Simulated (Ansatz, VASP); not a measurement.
## RbBr in VASP and in Ansatz

```
Rb Br
1.0
     0.00000    3.46083    3.46083
     3.40891    0.00000    3.46083
     3.40891    3.46083    0.00000
Rb Br
1 1
Direct
  0.00000 0.00000 0.00000
  0.50000 0.50000 0.50000
```

Change from the starting cell: uniaxial_x strain -1.5%.

Alike in both runs: task single point; functional HSE06; k mesh 4 × 4 × 4; no spin polarisation.

|  | VASP | Ansatz |
| --- | --- | --- |
| version | VASP 6.6.1 | Ansatz 0.2.0 |
| potentials or method | VASP PAW PBE potentials, release 64 (Rb_sv, Br) | plane waves, PAW |
| plane-wave cutoff (eV) | 520 | 420 |
| occupations | gaussian, width 0.01 eV | fixed |
| valence electrons in the cell | 16 | 16 |

```tsv
	VASP	Ansatz	Ansatz less VASP
gap on the k mesh at the Fermi level (eV)	5.47	5.47	+0.001
pressure (GPa)	0.5	0.5	0.00
traceless stress, the component that is largest in VASP (GPa)	0.32	0.32	-0.002
```

Ansatz's warnings: stress exchange threshold loose, stress scf threshold loose.
